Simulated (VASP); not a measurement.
A run of VASP 6.6.1:

The input INCAR:

```
ALGO     = Normal         # electronic algorithm
EDIFF    = 1E-6           # SCF threshold, eV
ENCUT    = 520            # plane-wave cutoff, eV
GGA      = PE             # functional
ISIF     = 2              # what is computed and relaxed
ISMEAR   = 0              # smearing method
LASPH    = True           # aspherical terms in the spheres
LCHARG   = False          # write CHGCAR
LREAL    = False          # projectors in reciprocal space
LWAVE    = False          # write WAVECAR
NBANDS   = 14             # bands
NELM     = 80             # most SCF steps
PREC     = Accurate       # precision mode
SIGMA    = 0.02           # smearing width, eV
```

Contents of KPOINTS:

```
k-points
0
Gamma
  6 6 6
```

File POSCAR:

```
NaCl
1.0
    3.3965319883      0.0000000000      0.0000000000
    0.0000000000      3.3965319883      0.0000000000
    0.0000000000      0.0000000000      3.3965319883
Na Cl
1 1
Direct
    0.0000000000      0.0000000000      0.0000000000
    0.5000000000      0.5000000000      0.5000000000
```

Potentials or basis: VASP PAW PBE potentials, release 64 (Na_pv, Cl).

Command:

```bash
$ cat potpaw_PBE.64/Na_pv/POTCAR potpaw_PBE.64/Cl/POTCAR > POTCAR
$ mpirun -np 1 vasp_std > vasp.out
```

Hardware: 1 thread of AMD EPYC 9R45 96-Core Processor (Zen 5), on a shared host.

Task: Estimate the wall time of this run.

Result: It took 5.3 s on 1 thread of AMD EPYC 9R45 96-Core Processor (Zen 5), with other jobs on the host, peak memory 0.12 GiB. Counts: scf iterations 12, k points 20.
